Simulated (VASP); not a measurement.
Set up this calculation in VASP 6.6.1, as the native input.

| Property | Result |
| --- | --- |
| Task | relaxation of cell and atoms |
| Functional | PBE |
| Potentials or basis | VASP PAW PBE potentials, release 64 (B) |
| Cutoff | 600 eV |
| k mesh | 36 × 36 × 14 |
| Occupations | gaussian, width 0.1 eV |
| Spin | no spin polarisation |
| Dipole correction | no |
| Further INCAR settings | ALGO = Normal; EDIFF = 1e-06; IBRION = 2; EDIFFG = -0.01; NSW = 100; ISIF = 3 |

The structure of B lies in POSCAR:

```
B
1.0
    1.7113014748      0.0000000000      0.0000000000
   -0.8556507374      1.4820305507      0.0000000000
    0.0000000000      0.0000000000      3.9346418976
B
1
Direct
    0.0000000000      0.0000000000      0.0000000000
```

This isn't the form of B at room conditions, which is rhombohedral.

The input as run:

INCAR

```
PREC = Accurate
ENCUT = 600
EDIFF = 1E-6
ISMEAR = 0
SIGMA = 0.1
LREAL = False
LASPH = True
NELM = 80
ALGO = Normal
ISIF = 3
LWAVE = False
LCHARG = False
GGA = PE
IBRION = 2
NSW = 100
EDIFFG = -0.01
```

KPOINTS

```
regular mesh
0
Gamma
  36 36 14
```

Potentials or basis: VASP PAW PBE potentials, release 64 (B).

Run with:

```sh
$ cat potpaw_PBE.64/B/POTCAR > POTCAR
$ mpirun -np 1 vasp_std > vasp.out
```

Results of the run:

```
Relaxed volume                        : 9.99 Å³/atom
Relaxed cell                          : a = 1.712 Å, b = 1.712 Å, c = 3.935 Å, α = 90.00°, β = 90.00°, γ = 120.00°
Space group after relaxing (to 0.1 Å) : P6/mmm (No. 191)
Energy gained by relaxing             : 0.0 meV/atom
Ionic steps                           : 3
Pressure after relaxing               : 0.0 GPa
Band gap on the k mesh                : zero (an odd number of electrons rules out a gap without spin polarisation)
```

Caveat: an odd number of electrons without spin polarisation forces a metal; a magnetic or distorted state may lie lower.

Run time: 39 s on 1 thread of Intel(R) Xeon(R) Platinum 8488C (Sapphire Rapids), with other jobs on the host, peak memory 0.17 GiB.
